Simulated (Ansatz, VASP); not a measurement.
## Two plane-wave programs on SnO

INCAR

```
SYSTEM = SnO
PREC = Accurate
ENCUT = 520
EDIFF = 1E-6
ISMEAR = 0
SIGMA = 0.15
LREAL = .False.
LASPH = .True.
NELM = 60
ALGO = Normal
ISIF = 2
LWAVE = .False.
LCHARG = .False.
GGA = PE
NBANDS = 28
```

KPOINTS

```
Automatic mesh
0
Gamma
  12 12 10
  0 0 0
```

Contents of POSCAR:

```
SnO
1.0
    4.3008224000      0.0000000000      0.0000000000
    0.0000000000      3.3031776000      0.0000000000
    0.0000000000      0.0000000000      4.8360000000
Sn O
2 2
Direct
    0.0000000000      0.5000000000      0.2385000000
    0.5000000000      0.0000000000      0.7615000000
    0.0000000000      0.0000000000      0.0000000000
    0.5000000000      0.5000000000      0.0000000000
```

Input for Ansatz:

```yaml
crystal:
  lattice:
    - [4.3008224, 0.0, 0.0]
    - [0.0, 3.3031776, 0.0]
    - [0.0, 0.0, 4.836]
  atoms:
    - { symbol: Sn, position: [0.0, 0.5, 0.2385] }
    - { symbol: Sn, position: [0.5, 0.0, 0.7615] }
    - { symbol: O, position: [0.0, 0.0, 0.0] }
    - { symbol: O, position: [0.5, 0.5, 0.0] }
basis:
  ecutwfc: 420
kpoints:
  mp_grid: { grid: [12, 12, 10] }
hamiltonian:
  xc: pbe
scf:
  occupations: { method: gaussian, width: 0.15 }
output:
  forces: true
  stress: true
  eigenvalues: true
```

Change from the starting cell: strain +0.1312 x Voigt [1, -1, 0, 0, 0, 0], atoms carried along.

Alike in both runs: task single point; functional PBE; k mesh 12 × 12 × 10; occupations gaussian, width 0.15 eV; no spin polarisation.

|  | VASP | Ansatz |
| --- | --- | --- |
| version | VASP 6.6.1 | Ansatz 0.2.0 |
| potentials or method | VASP PAW PBE potentials, release 64 (Sn_d, O), cutoff 520 eV | scalar-relativistic, plane waves, PAW |
| valence electrons in the cell | 40 | 40 |

|  | VASP | Ansatz | Ansatz less VASP |
| --- | --- | --- | --- |
| gap on the k mesh at the Fermi level (eV) | none | none | - |
| pressure (GPa) | 13.0 | 12.8 | -0.27 |
| traceless stress, the component that is largest in VASP (GPa) | 13.05 | 12.73 | -0.321 |
| rms of the force components (eV/Å) | 1.293 | 1.244 | -0.0499 |

Atom by atom the forces differ by 0.051 eV/Å (rms over components). A gap of «none» marks a metal or a gap that the smearing closes.
